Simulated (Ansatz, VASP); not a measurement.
## One calculation of CdTe, two programs

Contents of INCAR:

```
SYSTEM = CdTe
ALGO = Normal
EDIFF = 1E-6
ENCUT = 520
GGA = PE
ISIF = 2
ISMEAR = 0
LASPH = .TRUE.
LCHARG = .FALSE.
LREAL = .FALSE.
LWAVE = .FALSE.
NBANDS = 16
NELM = 60
PREC = Accurate
SIGMA = 0.05
```

The input KPOINTS:

```
k-points
0
G
  8 8 8
  0 0 0
```

Contents of POSCAR:

```
CdTe
1.0
    0.0000000000      3.2050000000      3.0607750000
    3.2050000000      0.0000000000      3.0607750000
    3.2050000000      3.2050000000      0.0000000000
Cd Te
1 1
Direct
    0.0000000000      0.0000000000      0.0000000000
    0.7500000000      0.7500000000      0.7500000000
```

Input for Ansatz:

```yaml
crystal:
  lattice:
    - [0.0, 3.205, 3.060775]
    - [3.205, 0.0, 3.060775]
    - [3.205, 3.205, 0.0]
  atoms:
    - { symbol: Cd, position: [0.0, 0.0, 0.0] }
    - { symbol: Te, position: [0.75, 0.75, 0.75] }
basis:
  ecutwfc: 420
kpoints:
  mp_grid: { grid: [8, 8, 8] }
hamiltonian:
  xc: pbe
scf:
  occupations: { method: gaussian, width: 0.05 }
output:
  forces: true
  stress: true
  eigenvalues: true
```

Change from the starting cell: strain -0.0450 x Voigt [0, 0, 1, 0, 0, 0], atoms carried along.

Alike in both runs: task single point; functional PBE; k mesh 8 × 8 × 8; occupations gaussian, width 0.05 eV; no spin polarisation.

|  | VASP | Ansatz |
| --- | --- | --- |
| version | VASP 6.6.1 | Ansatz 0.2.0 |
| potentials or method | VASP PAW PBE potentials, release 64 (Cd, Te), cutoff 520 eV | scalar-relativistic, plane waves, PAW |
| valence electrons in the cell | 18 | 36 |

```tsv
	VASP	Ansatz	Ansatz less VASP
gap on the k mesh at the Fermi level (eV)	0.91	0.91	-0.003
least direct gap on the mesh (eV)	0.91	0.91	-0.003
pressure (GPa)	7.1	6.9	-0.19
traceless stress, the component that is largest in VASP (GPa)	0.27	0.27	+0.003
```

VASP's potentials hold 18 valence electrons a cell and Ansatz's 36, so a difference there can come from the potentials and not from the codes.

Spin-orbit coupling is off throughout.
